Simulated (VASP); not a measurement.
# Ba3SrTi4O12 in VASP: single point with PBEsol

Aim: the single point of Ba3SrTi4O12 with PBEsol.

Everything below comes from runs of VASP 6.6.1. Logs are shortened: lines on timing, memory, paths and dates and some standing lists are left out, and cuts for length are marked.

### 1 The cell of the first run

The typed cell holds 40 atoms: a = 7.929 Å, b = 7.929 Å, c = 7.929 Å, α = 90.00°, β = 90.00°, γ = 90.00°.

### 2 Single point, PBEsol

INCAR

```
PREC = Accurate
ENCUT = 600
EDIFF = 1E-6
ISMEAR = -1
SIGMA = 0.05
LREAL = Auto
LASPH = T
NELM = 120
ALGO = Normal
ISIF = 2
LWAVE = F
LCHARG = F
GGA = PS
ISYM = 0
NBANDS = 186
GGA_COMPAT = F
```

KPOINTS

```
Automatic mesh
0
Gamma
  1 1 1
  0.25 0.25 0.25
```

POSCAR

```
Ba3SrTi4O12
1.0
    7.9290224514      0.0000000000      0.0000000000
    0.0000000000      7.9290224514      0.0000000000
    0.0000000000      0.0000000000      7.9290224514
Ba Sr Ti O
6 2 8 24
Direct
    0.0026650000      0.0034460000      0.0027440000
    0.0026700000      0.0034440000      0.5027360000
    0.0024350000      0.5029320000      0.0026050000
    0.0024390000      0.5029330000      0.5026040000
    0.5021480000      0.0032100000      0.0026130000
    0.5021360000      0.0032020000      0.5026150000
    0.5051850000      0.5059130000      0.0059370000
    0.5051570000      0.5059510000      0.5059260000
    0.2597480000      0.2605380000      0.2571550000
    0.2597550000      0.2605220000      0.7571570000
    0.2595960000      0.7552160000      0.2575610000
    0.2596140000      0.7551960000      0.7575640000
    0.7544270000      0.2603810000      0.2576030000
    0.7544300000      0.2603960000      0.7575960000
    0.7551800000      0.7559610000      0.2576820000
    0.7551980000      0.7559760000      0.7576810000
    0.2496570000      0.2504640000      0.9945110000
    0.2496600000      0.2504480000      0.4945040000
    0.2508400000      0.7436030000      0.9947860000
    0.2507960000      0.7436430000      0.4947930000
    0.7428310000      0.2515760000      0.9947760000
    0.7428210000      0.2516060000      0.4947740000
    0.7420330000      0.7428470000      0.9948420000
    0.7420800000      0.7427930000      0.4948370000
    0.9933220000      0.2495180000      0.2472040000
    0.9933010000      0.2495030000      0.7471920000
    0.9936640000      0.7459620000      0.2474290000
    0.9936440000      0.7459640000      0.7474550000
    0.4952250000      0.2516410000      0.2458630000
    0.4952270000      0.2516500000      0.7458570000
    0.4953070000      0.7413270000      0.2459500000
    0.4952920000      0.7412980000      0.7458880000
    0.2487170000      0.9940880000      0.2471830000
    0.2487300000      0.9941000000      0.7472270000
    0.2509000000      0.4960180000      0.2458710000
    0.2508770000      0.4960110000      0.7458530000
    0.7451840000      0.9944280000      0.2474570000
    0.7451680000      0.9944130000      0.7474250000
    0.7405030000      0.4960730000      0.2458910000
    0.7405120000      0.4960770000      0.7459440000
```

Potentials or basis: VASP PAW PBE potentials, release 64 (Ba_sv, Sr_sv, Ti_sv, O).

The run is started by

```
$ cat potpaw_PBE.64/Ba_sv/POTCAR potpaw_PBE.64/Sr_sv/POTCAR potpaw_PBE.64/Ti_sv/POTCAR potpaw_PBE.64/O/POTCAR > POTCAR
$ mpirun -np 1 vasp_std > vasp.out
```

OUTCAR:

```text
PREC = Accurate
   ENCUT = 600
   EDIFF = 1E-6
   ISMEAR = -1
   LREAL = Auto
   LASPH = T
   NELM = 120
   ISIF = 2
   GGA = PS
   ISYM = 0

 ion  position               nearest neighbor table
   1  0.003  0.003  0.003-  33 2.75  25 2.75  17 2.77  34 2.81  26 2.81  27 2.82  37 2.82  21 2.85
                            19 2.85  28 2.88  38 2.88  23 2.92  16 3.39  15 3.43  14 3.44  12 3.44
   2  0.003  0.003  0.503-  26 2.75  34 2.75  18 2.77  33 2.81  25 2.81  38 2.82  28 2.82  20 2.85
                            22 2.85  37 2.88  27 2.88  24 2.92  15 3.39  16 3.43  13 3.44  11 3.44
   3  0.002  0.503  0.003-  27 2.74  19 2.74  35 2.76  25 2.79  28 2.79  17 2.80  23 2.81  36 2.83
                            39 2.84  26 2.85  21 2.87  40 2.91  14 3.37  16 3.41  10 3.41  13 3.41
   4  0.002  0.503  0.503-  28 2.74  20 2.74  36 2.76  26 2.79  27 2.79  18 2.80  24 2.81  35 2.83
                            40 2.84  25 2.85  22 2.87  39 2.91  13 3.37  15 3.41   9 3.41  14 3.41
   5  0.502  0.003  0.003-  37 2.74  21 2.74  29 2.76  33 2.79  38 2.79  17 2.80  23 2.81  30 2.83
                            31 2.84  34 2.85  19 2.87  32 2.91  12 3.37  16 3.41  10 3.41  11 3.41
   6  0.502  0.003  0.503-  38 2.74  22 2.74  30 2.76  34 2.79  37 2.79  18 2.80  24 2.81  29 2.83
                            32 2.83  33 2.85  20 2.87  31 2.91  11 3.37  15 3.41   9 3.41  12 3.41
   7  0.505  0.506  0.006-  23 2.66  39 2.67  31 2.67  21 2.76  19 2.76  29 2.77  35 2.77  40 2.78
                            32 2.78  17 2.87  30 2.89  36 2.89  10 3.39   9 3.40  14 3.40  12 3.40
   8  0.505  0.506  0.506-  24 2.66  32 2.67  40 2.67  22 2.76  20 2.76  36 2.77  30 2.77  31 2.78
                            39 2.78  18 2.87  35 2.88  29 2.89   9 3.39  10 3.40  13 3.40  11 3.40
   9  0.260  0.261  0.257-  29 1.87  35 1.87  18 1.89  17 2.09  25 2.12  33 2.12   8 3.39   7 3.40
[... 37 lines left out ...]
  39  0.741  0.496  0.246-  13 1.87  15 2.07   7 2.67   8 2.78   3 2.84   4 2.91
  40  0.741  0.496  0.746-  14 1.87  16 2.07   8 2.67   7 2.78   4 2.84   3 2.91

IMPORTANT INFORMATION: All symmetrisations will be switched off!
NOSYMM: (Re-)initialisation of all symmetry stuff for point group C_1.

----------------------------------------------------------------------------------------

                                     Primitive cell

  volume of cell :     498.4929

  direct lattice vectors                    reciprocal lattice vectors
     7.929022451  0.000000000  0.000000000     0.126118952  0.000000000  0.000000000
     0.000000000  7.929022451  0.000000000     0.000000000  0.126118952  0.000000000
     0.000000000  0.000000000  7.929022451     0.000000000  0.000000000  0.126118952

  length of vectors
     7.929022451  7.929022451  7.929022451     0.126118952  0.126118952  0.126118952

  position of ions in fractional coordinates (direct lattice)
     0.002665000  0.003446000  0.002744000
     0.002670000  0.003444000  0.502736000
     0.002435000  0.502932000  0.002605000
     0.002439000  0.502933000  0.502604000
     0.502148000  0.003210000  0.002613000
[... 144 lines left out ...]
   ISMEAR =    -1;   SIGMA  =   0.05  broadening in eV -4-tet -1-fermi 0-gaus
   EFERMI_NEDOS =   21; number of points for ismear=-14 and -15
   IALGO  =     38    algorithm
   IMIX   =      4    mixing-type and parameters
     AMIX     =   0.40;   BMIX     =  1.00
     AMIX_MAG =   1.60;   BMIX_MAG =  1.00
  volume/ion in A,a.u.               =      12.46        84.10
  Fermi-wavevector in a.u.,A,eV,Ry     =   1.412229  2.668726 27.135340  1.994391
  Thomas-Fermi vector in A             =   2.533999
   LORBIT       =      0    0 simple, 1 ext, 2 COOP (PROOUT), +10 PAW based schemes
   GGA     = PS    functional components
   LHFCALC =     F    Hartree Fock is set to
   AEXX    =    0.0000 exact exchange contribution
   IVDW    =     0    specifies the selected vdW correction
   LEPSILON=     F    determine dielectric tensor
   LRPA    =     F    only Hartree local field effects (RPA)
 non-spin polarized calculation
  energy-cutoff  :      600.00
  volume of cell :      498.49
 maximum number of plane-waves:     16668
   NGX = 31   NGY = 31   NGZ = 31

 number of electron     320.0000008 magnetization

 Free energy of the ion-electron system (eV)
  ---------------------------------------------------
  ext. energy  EPLUGINS =         0.00000000
  ---------------------------------------------------
  free energy    TOTEN  =      -336.03044657 eV

  energy without entropy =     -336.03044657  energy(sigma->0) =     -336.03044657

 E-fermi :   4.8465     XC(G=0): -11.5671

 val. band max:        3.6333879722   @ k =   0.2500   0.2500   0.2500
 cond. band min:       6.3131679977   @ k =  -0.2500   0.2500   0.2500
 fundamental gap:      2.6797800255
 Fermi energy:         4.8465218995

 k-point     1 :       0.2500    0.2500    0.2500
  band No.  band energies     occupation
      1     -52.2512      2.00000
      2     -52.2502      2.00000
      3     -52.2474      2.00000
      4     -52.2472      2.00000
      5     -52.2465      2.00000
      6     -52.2463      2.00000
[... 689 lines left out ...]
    171       7.4555      0.00000
    172       7.4639      0.00000
 [bands above 172 left out]

------------------------ aborting loop because EDIFF is reached ----------------------------------------

  FORCE on cell =-STRESS in cart. coord.  units (eV):
  Direction    XX          YY          ZZ          XY          YZ          ZX
  --------------------------------------------------------------------------------------
  -------------------------------------------------------------------------------------
  Total        4.9739917      4.9795628      4.8413808      0.7945158      0.7788126      0.7911538
  in kB       15.9866215     16.0045274     15.5604046      2.5536077      2.5031371      2.5428020
  external PRESSURE =      15.8505178 kB  Pullay stress =       0.0000000 kB

 VOLUME and BASIS-vectors are now :
 -----------------------------------------------------------------------------
  energy-cutoff  :      600.00
  volume of cell :      498.49
      direct lattice vectors                 reciprocal lattice vectors
     7.929022451  0.000000000  0.000000000     0.126118952  0.000000000  0.000000000
     0.000000000  7.929022451  0.000000000     0.000000000  0.126118952  0.000000000
     0.000000000  0.000000000  7.929022451     0.000000000  0.000000000  0.126118952

 POSITION                                       TOTAL-FORCE (eV/Angst)
 -----------------------------------------------------------------------------------
      0.02113      0.02732      0.02176        -0.031718     -0.031253     -0.032584
      0.02117      0.02731      3.98621        -0.032014     -0.031276     -0.031923
      0.01931      3.98776      0.02066        -0.033693     -0.032020     -0.032516
      0.01934      3.98777      3.98516        -0.033939     -0.032048     -0.032572
      3.98154      0.02545      0.02072        -0.033937     -0.033070     -0.033508
      3.98145      0.02539      3.98525        -0.033337     -0.032466     -0.033789
[... 32 lines left out ...]
      5.87146      3.93337      1.94968        -0.010993      0.052906      0.032130
      5.87154      3.93341      5.91461        -0.011633      0.052388      0.031301
 -----------------------------------------------------------------------------------
    total drift:                               -0.024124     -0.000618     -0.026087

  FREE ENERGIE OF THE ION-ELECTRON SYSTEM (eV)
  ---------------------------------------------------
  free  energy   TOTEN  =      -336.0304465665 eV

  energy  without entropy=     -336.0304465664  energy(sigma->0) =     -336.03044657
```

Wall time 26 min (1 thread of Oxide Virtual Turin-like, shared host); peak memory 0.73 GiB.

What came out:

| Property | Result |
| --- | --- |
| Free energy | -336.0304 eV |
| Pressure | 1.6 GPa |
| Largest force | 0.163 eV/Å |
| Band gap on the k mesh | 2.68 eV |

Forces in eV/Å, atoms in the order of the input:
```
Ba  -0.032 -0.031 -0.033
Ba  -0.032 -0.031 -0.032
Ba  -0.034 -0.032 -0.033
Ba  -0.034 -0.032 -0.033
Ba  -0.034 -0.033 -0.034
Ba  -0.033 -0.032 -0.034
Sr  -0.019 -0.016 -0.017
Sr  -0.018 -0.018 -0.017
Ti  -0.082 -0.081 -0.088
Ti  -0.082 -0.080 -0.088
Ti  -0.090 -0.099 -0.090
Ti  -0.090 -0.098 -0.089
Ti  -0.100 -0.090 -0.091
Ti  -0.100 -0.090 -0.091
Ti  -0.094 -0.091 -0.094
Ti  -0.095 -0.092 -0.094
O    0.053  0.051  0.058
O    0.053  0.050  0.059
O    0.062  0.014  0.048
O    0.062  0.014  0.047
O    0.016  0.061  0.048
O    0.016  0.062  0.049
O    0.010  0.010  0.052
O    0.009  0.011  0.052
O    0.048  0.035  0.038
O    0.050  0.035  0.038
O    0.041  0.042  0.037
O    0.043  0.043  0.038
O    0.057  0.075  0.029
O    0.056  0.075  0.029
O    0.054 -0.013  0.031
O    0.055 -0.013  0.031
O    0.035  0.049  0.039
O    0.035  0.048  0.038
O    0.075  0.055  0.027
O    0.075  0.055  0.027
O    0.042  0.042  0.037
O    0.043  0.043  0.037
O   -0.011  0.053  0.032
O   -0.012  0.052  0.031
```

Levels at points of the mesh, in eV from the valence-band top:
| k point | band 158 | band 159 | band 160 | band 161 | band 162 | band 163 |
| --- | --- | --- | --- | --- | --- | --- |
| (0.25, 0.25, 0.25) | -0.10 | -0.10 | 0.00 | 2.84 | 2.84 | 2.86 |

Caveat: the PAW data sets were made with another functional, which shifts forces and pressure a little; spin-orbit coupling is left out, which moves the levels of the heavy elements; a shifted mesh leaves out Γ, where band edges can lie. A k mesh can miss the band edges.
